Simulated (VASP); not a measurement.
# AlNi (Pm) in VASP: further runs, part 2 of 2

VASP 6.6.1. The steps go on from the part before.

## Step 3: Single point, PBE (atoms displaced along several vibrational modes)

Input file INCAR:

```
ALGO = Fast ; EDIFF = 1E-6
ENCUT = 520 ; GGA = PE
ISIF = 2 ; ISMEAR = 0
LASPH = True ; LCHARG = True
LELF = True ; LREAL = False
LVHAR = True ; LWAVE = False
NBANDS = 14 ; NELM = 100
PREC = Accurate ; SIGMA = 0.15
```

Input file KPOINTS:

```
k-points
0
Gamma
  16 16 16
```

Input file POSCAR:

```
AlNi
1.0
    2.8927237805      0.0000000000      0.0000000000
    0.0000000000      2.8927237805      0.0000000000
    0.0000000000      0.0000000000      2.8927237805
Al Ni
1 1
Direct
   -0.0207416969     -0.0138277980      0.0000000000
    0.5095350226      0.5063566817      0.5000000000
```

Potentials or basis: VASP PAW PBE potentials, release 64 (Al, Ni).

Run with:

```bash
cat potpaw_PBE.64/Al/POTCAR potpaw_PBE.64/Ni/POTCAR > POTCAR
mpirun -np 1 vasp_std > vasp.out
```

OUTCAR:

```text
EDIFF = 1E-6
   ENCUT = 520
   GGA = PE
   ISIF = 2
   ISMEAR = 0
   LASPH = True
   LREAL = False
   NELM = 100
   PREC = Accurate

 ion  position               nearest neighbor table
   1  0.979  0.986  0.000-   2 2.42   2 2.42   2 2.49   2 2.49   2 2.52   2 2.52   2 2.59   2 2.59

   2  0.510  0.506  0.500-   1 2.42   1 2.42   1 2.49   1 2.49   1 2.52   1 2.52   1 2.59   1 2.59

  LATTYP: Found a simple cubic cell.
 ALAT       =     2.8927237805

  Lattice vectors:

 A1 = (   2.8927237805,   0.0000000000,   0.0000000000)
 A2 = (   0.0000000000,   2.8927237805,   0.0000000000)
 A3 = (   0.0000000000,   0.0000000000,   2.8927237805)

Analysis of symmetry for initial positions (statically):
=====================================================================
 Subroutine PRICEL returns:
 Original cell was already a primitive cell.

 Routine SETGRP: Setting up the symmetry group for a
 simple cubic supercell.

 Subroutine GETGRP returns: Found  2 space group operations
 (whereof  2 operations were pure point group operations)
 out of a pool of 48 trial point group operations.

The static configuration has the point symmetry C_1h.

Analysis of symmetry for dynamics (positions and initial velocities):
=====================================================================
 Subroutine PRICEL returns:
 Original cell was already a primitive cell.

 Routine SETGRP: Setting up the symmetry group for a
 simple cubic supercell.

 Subroutine GETGRP returns: Found  2 space group operations
 (whereof  2 operations were pure point group operations)
 out of a pool of 48 trial point group operations.

The dynamic configuration has the point symmetry C_1h.

 Subroutine INISYM returns: Found  2 space group operations
 (whereof  2 operations are pure point group operations),
 and found     1 'primitive' translations

----------------------------------------------------------------------------------------

                                     Primitive cell

  volume of cell :      24.2059

  direct lattice vectors                    reciprocal lattice vectors
     2.892723780  0.000000000  0.000000000     0.345694949  0.000000000  0.000000000
     0.000000000  2.892723780  0.000000000     0.000000000  0.345694949  0.000000000
     0.000000000  0.000000000  2.892723780     0.000000000  0.000000000  0.345694949

  length of vectors
     2.892723780  2.892723780  2.892723780     0.345694949  0.345694949  0.345694949

  position of ions in fractional coordinates (direct lattice)
     0.979258303  0.986172202  0.000000000
     0.509535023  0.506356682  0.500000000

  ion indices of the primitive-cell ions
   primitive index   ion index
                 1           1
                 2           2

----------------------------------------------------------------------------------------

 KPOINTS: k-points

Automatic generation of k-mesh.
 Grid dimensions read from file:
 generate k-points for:   16   16   16

 Generating k-lattice:

  Cartesian coordinates                     Fractional coordinates (reciprocal lattice)
     0.021605934  0.000000000  0.000000000     0.062500000  0.000000000  0.000000000
     0.000000000  0.021605934  0.000000000     0.000000000  0.062500000  0.000000000
     0.000000000  0.000000000  0.021605934     0.000000000  0.000000000  0.062500000

  Length of vectors
     0.021605934  0.021605934  0.021605934

  Shift w.r.t. Gamma in fractional coordinates (k-lattice)
     0.000000000  0.000000000  0.000000000

 Subroutine IBZKPT returns following result:
 ===========================================

 Found   1170 irreducible k-points:

 Following reciprocal coordinates:
            Coordinates               Weight
  0.000000  0.000000  0.000000      1.000000
  0.062500  0.000000  0.000000      2.000000
  0.000000  0.062500  0.000000      2.000000
  0.000000  0.000000  0.062500      2.000000
  0.125000  0.000000  0.000000      2.000000
  0.000000  0.125000  0.000000      2.000000
[... 16 lines left out ...]
  0.500000  0.000000  0.000000      1.000000
  0.000000  0.500000  0.000000      1.000000
 [... further k-points ...]
   k-points           NKPTS =   1170   k-points in BZ     NKDIM =   1170   number of bands    NBANDS=     14
   number of dos      NEDOS =    301   number of ions     NIONS =      2
   total plane-waves  NPLWV =  13824
   dimension x,y,z NGX =    24 NGY =   24 NGZ =   24
   dimension x,y,z NGXF=    48 NGYF=   48 NGZF=   48
   ions per type =               1   1
   NGX,Y,Z   is equivalent  to a cutoff of  13.79, 13.79, 13.79 a.u.
   NGXF,Y,Z  is equivalent  to a cutoff of  27.59, 27.59, 27.59 a.u.
 SYSTEM =  unknown system
   PREC   = accura    normal or accurate (medium, high low for compatibility)
   ISTART =      0    job   : 0-new  1-cont  2-samecut
   ICHARG =      2    charge: 1-file 2-atom 10-const
   ISPIN  =      1    spin polarized calculation?
   LNONCOLLINEAR =      F non collinear calculations
   LSORBIT =      F    spin-orbit coupling
   LASPH  =      T    aspherical Exc in radial PAW
   ENCUT  =  520.0 eV  38.22 Ry    6.18 a.u.   5.38  5.38  5.38*2*pi/ulx,y,z
   NELM   =    100;   NELMIN=  2; NELMDL= -5     # of ELM steps
   EDIFF  = 0.1E-05   stopping-criterion for ELM
   LREAL  =      F    real-space projection
   EDIFFG = 0.1E-04   stopping-criterion for IOM
   NSW    =      0    number of steps for IOM
   IBRION =     -1    ionic relax: 0-MD 1-quasi-New 2-CG
   NFREE  =      0    steps in history (QN), initial steepest desc. (CG)
   ISIF   =      2    stress and relaxation
   ISYM   =      2    0-nonsym 1-usesym 2-fastsym
   POTIM  = 0.5000    time-step for ionic-motion
   TEBEG  =    0.0;   TEEND  =   0.0 temperature during run
   PSTRESS=    0.0 pullay stress
   NELECT =      13.0000    total number of electrons
   NUPDOWN=      -1.0000    fix difference up-down
   EMIN   =  10.00;   EMAX   =-10.00  energy-range for DOS
   EFERMI =   0.00;   METHOD = LEGACY
   ISMEAR =     0;   SIGMA  =   0.15  broadening in eV -4-tet -1-fermi 0-gaus
   EFERMI_NEDOS =   21; number of points for ismear=-14 and -15
   IALGO  =     68    algorithm
   IMIX   =      4    mixing-type and parameters
     AMIX     =   0.40;   BMIX     =  1.00
     AMIX_MAG =   1.60;   BMIX_MAG =  1.00
  volume/ion in A,a.u.               =      12.10        81.67
  Fermi-wavevector in a.u.,A,eV,Ry     =   1.330707  2.514671 24.092926  1.770780
  Thomas-Fermi vector in A             =   2.459773
   LORBIT       =      0    0 simple, 1 ext, 2 COOP (PROOUT), +10 PAW based schemes
   GGA     = PE    functional components
   LHFCALC =     F    Hartree Fock is set to
   AEXX    =    0.0000 exact exchange contribution
   IVDW    =     0    specifies the selected vdW correction
   LEPSILON=     F    determine dielectric tensor
   LRPA    =     F    only Hartree local field effects (RPA)
 non-spin polarized calculation
 RMM-DIIS sequential band-by-band and
 Gauss-broadening in eV      SIGMA  =   0.15
  energy-cutoff  :      520.00
  volume of cell :       24.21
 maximum number of plane-waves:       672
 NGX is ok and might be reduce to    24
   NGX = 11   NGY = 11   NGZ = 11

 number of electron      12.9999999 magnetization

 Free energy of the ion-electron system (eV)
  ---------------------------------------------------
  ext. energy  EPLUGINS =         0.00000000
  ---------------------------------------------------
  free energy    TOTEN  =       -10.51184728 eV

  energy without entropy =      -10.50306044  energy(sigma->0) =      -10.50745386

 E-fermi :   9.8651     XC(G=0): -11.9868

 val. band max:        9.8639422724   @ k =   0.3125   0.1250   0.3750
 cond. band min:       9.8653826605   @ k =   0.1250   0.3125  -0.3750
 fundamental gap:      0.0014403881
 Fermi energy:         9.8650926740

 k-point     1 :       0.0000    0.0000    0.0000
  band No.  band energies     occupation
      1      -1.1823      2.00000
      2       6.6834      2.00000
      3       6.6900      2.00000
      4       8.3314      2.00000
      5       8.3443      2.00000
      6       8.3468      2.00000
      7      15.3088      0.00000
      8      15.3166      0.00000
      9      15.3330      0.00000
     10      17.9641      0.00000
     11      17.9662      0.00000
     12      23.3174      0.00000
     13      30.5519      0.00000
     14      30.5840      0.00000
[... 375 lines left out ...]
 k-point    24 :       0.0000    0.5000    0.0000
  band No.  band energies     occupation
      1       2.9634      2.00000
      2       3.1832      2.00000
      3       7.1502      2.00000
      4       7.6440      2.00000
      5       7.6564      2.00000
      6       8.4262      2.00000
      7       9.2213      2.00000
      8      18.1473      0.00000
      9      19.8110      0.00000
     10      19.8412      0.00000
     11      20.5969      0.00000
     12      20.6530      0.00000
     13      24.0217      0.00000
     14      24.9615      0.00000

 [... further k-points ...]
[... 5 lines left out ...]
  --------------------------------------------------------------------------------------
  -------------------------------------------------------------------------------------
  Total        0.0706156      0.1007328      0.1261551      0.1077481      0.0000000      0.0000000
  in kB        4.6740169      6.6674621      8.3501550      7.1318009      0.0000000      0.0000000
  external PRESSURE =       6.5638780 kB  Pullay stress =       0.0000000 kB

 VOLUME and BASIS-vectors are now :
 -----------------------------------------------------------------------------
  energy-cutoff  :      520.00
  volume of cell :       24.21
      direct lattice vectors                 reciprocal lattice vectors
     2.892723780  0.000000000  0.000000000     0.345694949  0.000000000  0.000000000
     0.000000000  2.892723780  0.000000000     0.000000000  0.345694949  0.000000000
     0.000000000  0.000000000  2.892723780     0.000000000  0.000000000  0.345694949

 POSITION                                       TOTAL-FORCE (eV/Angst)
 -----------------------------------------------------------------------------------
      2.83272      2.85272      0.00000         0.505090      0.341558      0.000000
      1.47394      1.46475      1.44636        -0.505090     -0.341558      0.000000
 -----------------------------------------------------------------------------------
    total drift:                               -0.000236     -0.000328      0.000009

  FREE ENERGIE OF THE ION-ELECTRON SYSTEM (eV)
  ---------------------------------------------------
  free  energy   TOTEN  =       -10.5118472818 eV

  energy  without entropy=      -10.5030604421  energy(sigma->0) =      -10.50745386
```

OSZICAR:

```text
N       E                     dE             d eps       ncg     rms          rms(c)
DAV:   1     0.402206428341E+02    0.40221E+02   -0.53732E+03 33200   0.966E+02
DAV:   2    -0.101944877358E+02   -0.50415E+02   -0.45566E+02 35088   0.179E+02
DAV:   3    -0.119048345160E+02   -0.17103E+01   -0.16925E+01 41656   0.364E+01
DAV:   4    -0.119279064276E+02   -0.23072E-01   -0.23065E-01 38878   0.388E+00
DAV:   5    -0.119286039296E+02   -0.69750E-03   -0.69749E-03 42374   0.729E-01    0.118E+01
RMM:   6    -0.138394164267E+02   -0.19108E+01   -0.13967E+01 39814   0.465E+01    0.166E+01
RMM:   7    -0.105265041899E+02    0.33129E+01   -0.39353E+00 36786   0.242E+01    0.112E+00
RMM:   8    -0.105207655827E+02    0.57386E-02   -0.81824E-02 35063   0.275E+00    0.663E-01
RMM:   9    -0.105149441342E+02    0.58214E-02   -0.24302E-02 37541   0.956E-01    0.498E-01
RMM:  10    -0.105118410815E+02    0.31031E-02   -0.66244E-03 40574   0.101E+00    0.125E-01
RMM:  11    -0.105119957380E+02   -0.15466E-03   -0.73128E-04 44486   0.321E-01    0.123E-01
RMM:  12    -0.105118365849E+02    0.15915E-03   -0.34083E-04 44094   0.202E-01    0.224E-02
RMM:  13    -0.105118458213E+02   -0.92364E-05   -0.88211E-05 46196   0.631E-02    0.823E-03
RMM:  14    -0.105118470121E+02   -0.11908E-05   -0.13627E-05 43552   0.248E-02    0.439E-03
RMM:  15    -0.105118472818E+02   -0.26963E-06   -0.13962E-06 24620   0.103E-02
   1 F= -.10511847E+02 E0= -.10507454E+02  d E =-.878684E-02
```

stdout:

```text
POSCAR found type information on POSCAR AlNi
 POSCAR found :  2 types and       2 ions
 scaLAPACK will be used
 LDA part: xc-table for (Slater+PW92), standard interpolation
 POSCAR, INCAR and KPOINTS ok, starting setup
 FFT: planning ... GRIDC
 FFT: planning ... GRID_SOFT
 FFT: planning ... GRID
 WAVECAR not read
 entering main loop
WARNING in EDDRMM: call to ZHEGV failed, returncode =   8  4     14
WARNING in EDDRMM: call to ZHEGV failed, returncode =   8  4     13
WARNING in EDDRMM: call to ZHEGV failed, returncode =   8  4     14
WARNING in EDDRMM: call to ZHEGV failed, returncode =   8  4     14
```

Wall time 4.4 min (1 thread of Intel Xeon Platinum 8259CL at 2.50GHz (Skylake/Cascade Lake), shared host); peak memory 0.49 GiB.

What came out:

| Quantity | Value |
| --- | --- |
| Free energy | -10.5118 eV |
| Pressure | 0.7 GPa |
| Largest force | 0.610 eV/Å |
| Band gap on the k mesh | zero (an odd number of electrons rules out a gap without spin polarisation) |

Forces on the atoms (eV/Å):
```
Al   0.505  0.342  0.000
Ni  -0.505 -0.342  0.000
```

Caveat: the cell differs from its parent crystal (atoms displaced along several vibrational modes).
